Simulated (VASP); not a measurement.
Input of a VASP 6.6.1 run:

Contents of INCAR:

```
  GGA = PE
  LSORBIT = True
  MAGMOM = 0 0 0
  LORBIT = 11
  ISMEAR = 1
  SIGMA = 0.05
  LWAVE = False
  LCHARG = False
  NBANDS = 61
  PREC = Accurate
  LASPH = True
  LREAL = False
  ALGO = Normal
  EDIFF = 1E-7
  NELM = 200
  GGA_COMPAT = False
  ENCUT = 580
  KPAR = 8
```

KPOINTS

```
Automatic mesh
0
Gamma
  22 22 22
  0 0 0
```

File KPOINTS_OPT:

```
path GXYSGZS1NPY1Z,XP
12
line-mode
reciprocal
 0.0000000000  0.0000000000  0.0000000000  G
 0.0000000000  0.0000000000  0.5000000000  X

 0.0000000000  0.0000000000  0.5000000000  X
-0.1793941871  0.1793941871  0.5000000000  Y

-0.1793941871  0.1793941871  0.5000000000  Y
-0.3396970935  0.3396970935  0.3396970935  S

-0.3396970935  0.3396970935  0.3396970935  S
 0.0000000000  0.0000000000  0.0000000000  G

 0.0000000000  0.0000000000  0.0000000000  G
 0.5000000000  0.5000000000 -0.5000000000  Z

 0.5000000000  0.5000000000 -0.5000000000  Z
 0.3396970935  0.6603029065 -0.3396970935  S1

 0.3396970935  0.6603029065 -0.3396970935  S1
 0.0000000000  0.5000000000  0.0000000000  N

 0.0000000000  0.5000000000  0.0000000000  N
 0.2500000000  0.2500000000  0.2500000000  P

 0.2500000000  0.2500000000  0.2500000000  P
 0.5000000000  0.5000000000 -0.1793941871  Y1

 0.5000000000  0.5000000000 -0.1793941871  Y1
 0.5000000000  0.5000000000 -0.5000000000  Z

 0.0000000000  0.0000000000  0.5000000000  X
 0.2500000000  0.2500000000  0.2500000000  P
```

File POSCAR:

```
Ga
1.0
   -1.3843987196      1.3843987196      2.3112238365
    1.3843987196     -1.3843987196      2.3112238365
    1.3843987196      1.3843987196     -2.3112238365
Ga
1
Direct
    0.0000000000      0.0000000000      0.0000000000
```

Potentials or basis: VASP PAW PBE potentials, release 64 (Ga_d).

The run is started by

```bash
$ cat potpaw_PBE.64/Ga_d/POTCAR > POTCAR
$ mpirun -np 8 vasp_ncl > vasp.out
```

(1) Estimate the net moment.

(2) Estimate the pressure.

## Answers

(1) 0.00 μB per cell.

(2) 4.0 GPa.

Caveat: the cell stands under pressure.
